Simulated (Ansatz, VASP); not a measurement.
## TiC: VASP and Ansatz over several settings

```
CELL_PARAMETERS angstrom
0.00000 2.19422 2.19422
2.19422 0.00000 2.19422
2.19422 2.19422 0.00000
ATOMIC_POSITIONS crystal
Ti 0.00000 0.00000 0.00000
C 0.50000 0.50000 0.50000
```

Single points on this cell with VASP 6.6.1 and Ansatz 0.2.0. Each row is one pair of runs. Alike in all rows: spin: off; smearing: fermi-dirac, width 0.05 eV.

```tsv
level	k mesh	VASP's potentials, cutoff	Ansatz's potentials, cutoff	gap on the k mesh at the Fermi level (eV), VASP	gap on the k mesh at the Fermi level (eV), Ansatz	pressure (GPa), VASP	pressure (GPa), Ansatz
LDA	11 × 11 × 11	VASP PAW LDA potentials, release 64 (Ti_sv, C), 520 eV	Ansatz PAW, 420 eV	none	none	-20.4	-20.9
r2SCAN	11 × 11 × 11	VASP PAW PBE potentials, release 64 (Ti_sv, C), 520 eV	Ansatz PAW, 500 eV	none	none	-9.2	-10.1
r2SCAN+D4	11 × 11 × 11	VASP PAW PBE potentials, release 64 (Ti_sv, C), 520 eV	Ansatz PAW, 500 eV	none	none	-10.8	-11.7
PBE0	6 × 6 × 6	VASP PAW PBE potentials, release 64 (Ti_sv, C), 520 eV	Ansatz PAW, 420 eV	none	none	-14.8	-14.2
```

Pressure (GPa): the two programs differ by at most 0.87.

A gap of «none» marks a metal or a gap that the smearing closes.

The k mesh is coarse in some rows, so the values compare programs but aren't converged.
